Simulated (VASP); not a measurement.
Wanted: the native input for a VASP 6.6.1 run.

```
Task                   : single point
Functional             : r2SCAN
Potentials or basis    : VASP PAW PBE potentials, release 64 (Sc_sv)
Cutoff                 : 520 eV
k mesh                 : 17 × 17 × 17
Occupations            : fermi-dirac, width 0.1 eV
Spin                   : no spin polarisation
Dipole correction      : no
Further INCAR settings : ALGO = Normal; EDIFF = 1e-06; NBANDS = 12
```

Sc:

```
Sc
1.0
     2.96192    0.00000    0.00000
     0.00000    2.96192    0.00000
     0.00000    0.00000    2.96192
Sc
1
Direct
  0.00000 0.00000 0.00000
```

This isn't the form of Sc at room conditions, which is hcp.

One way to write it, as run:

POSCAR

```
Sc
1.0
    2.9619194207      0.0000000000      0.0000000000
    0.0000000000      2.9619194207      0.0000000000
    0.0000000000      0.0000000000      2.9619194207
Sc
1
Direct
    0.0000000000      0.0000000000      0.0000000000
```

INCAR.step1

```
SYSTEM = Sc
PREC     = Accurate       ! precision mode
ENCUT    = 520            ! plane-wave cutoff, eV
ISMEAR   = -1             ! smearing method
SIGMA    = 0.1            ! smearing width, eV
LREAL    = .FALSE.        ! projectors in reciprocal space
LASPH    = .TRUE.         ! aspherical terms in the spheres
NELM     = 80             ! most SCF steps
NBANDS   = 12             ! bands
GGA      = PE             ! functional
ALGO     = Normal         ! electronic algorithm
EDIFF    = 1E-4           ! SCF threshold, eV
LWAVE    = .TRUE.         ! write WAVECAR
LCHARG   = .FALSE.        ! write CHGCAR
```

INCAR.step2

```
SYSTEM = Sc
PREC     = Accurate       ! precision mode
ENCUT    = 520            ! plane-wave cutoff, eV
EDIFF    = 1E-6           ! SCF threshold, eV
ISMEAR   = -1             ! smearing method
SIGMA    = 0.1            ! smearing width, eV
LREAL    = .FALSE.        ! projectors in reciprocal space
LASPH    = .TRUE.         ! aspherical terms in the spheres
NELM     = 80             ! most SCF steps
ALGO     = Normal         ! electronic algorithm
ISIF     = 2              ! what is computed and relaxed
LWAVE    = .FALSE.        ! write WAVECAR
LCHARG   = .FALSE.        ! write CHGCAR
METAGGA  = R2SCAN         ! meta-GGA
LMIXTAU  = .TRUE.       
NBANDS   = 12             ! bands
ISTART   = 1
```

KPOINTS

```
regular mesh
0
G
  17 17 17
  0 0 0
```

Potentials or basis: VASP PAW PBE potentials, release 64 (Sc_sv).

Launch:

```bash
$ cat potpaw_PBE.64/Sc_sv/POTCAR > POTCAR
$ cp INCAR.step1 INCAR
$ mpirun -np 1 vasp_std > vasp.out
$ cp INCAR.step2 INCAR
$ mpirun -np 1 vasp_std > vasp.out
```

It gave:

```yaml
Pressure: 0.0 GPa
Band_gap_on_the_k_mesh: zero (an odd number of electrons rules out a gap without spin polarisation)
```

Caveat: the PAW data sets were made with another functional, which shifts forces and pressure a little.

Run time: 78 s on 1 thread of AMD EPYC 9R45 96-Core Processor (Zen 5), with other jobs on the host, peak memory 0.15 GiB.
